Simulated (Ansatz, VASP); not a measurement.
## One calculation of Sn, two programs

INCAR

```
  PREC = Accurate
  ENCUT = 520
  EDIFF = 1E-6
  ISMEAR = 0
  SIGMA = 0.15
  LREAL = F
  LASPH = T
  NELM = 60
  ALGO = Fast
  ISIF = 2
  LWAVE = F
  LCHARG = F
  GGA = PE
  IVDW = 12
  NBANDS = 13
```

File KPOINTS:

```
Automatic mesh
0
Gamma
  24 24 24
```

File POSCAR:

```
Sn
1.0
   -1.6140540188      1.6142446000      1.9940914875
    1.6140540188     -1.6142446000      1.9940914875
    1.6140540188      1.6142446000     -1.9940914875
Sn
1
Direct
    0.0000000000      0.0000000000      0.0000000000
```

Input for Ansatz:

```yaml
crystal:
  lattice:
    - [-1.6140540188, 1.6142446, 1.9940914875]
    - [1.6140540188, -1.6142446, 1.9940914875]
    - [1.6140540188, 1.6142446, -1.9940914875]
  atoms:
    - { symbol: Sn, position: [0.0, 0.0, 0.0] }
basis:
  ecutwfc: 420
kpoints:
  mp_grid: { grid: [24, 24, 24] }
hamiltonian:
  xc: pbe
  dispersion: d3bj
scf:
  occupations: { method: gaussian, width: 0.15 }
output:
  forces: true
  stress: true
  eigenvalues: true
```

Change from the starting cell: strain -0.080 along x and y, -0.080 along z, atoms carried along.

Alike in both runs: task single point; functional PBE; dispersion D3(BJ); k mesh 24 × 24 × 24; occupations gaussian, width 0.15 eV; no spin polarisation.

```csv
,VASP,Ansatz
version,VASP 6.6.1,Ansatz 0.2.0
potentials or method,"VASP PAW PBE potentials, release 64 (Sn_d), cutoff 520 eV","scalar-relativistic, plane waves, PAW"
valence electrons in the cell,14,14
```

|  | VASP | Ansatz | Ansatz less VASP |
| --- | --- | --- | --- |
| gap on the k mesh at the Fermi level (eV) | none | none | - |
| pressure (GPa) | 24.0 | 24.0 | +0.04 |
| traceless stress, the component that is largest in VASP (GPa) | -1.47 | -1.47 | -0.003 |

A gap of «none» marks a metal or a gap that the smearing closes.
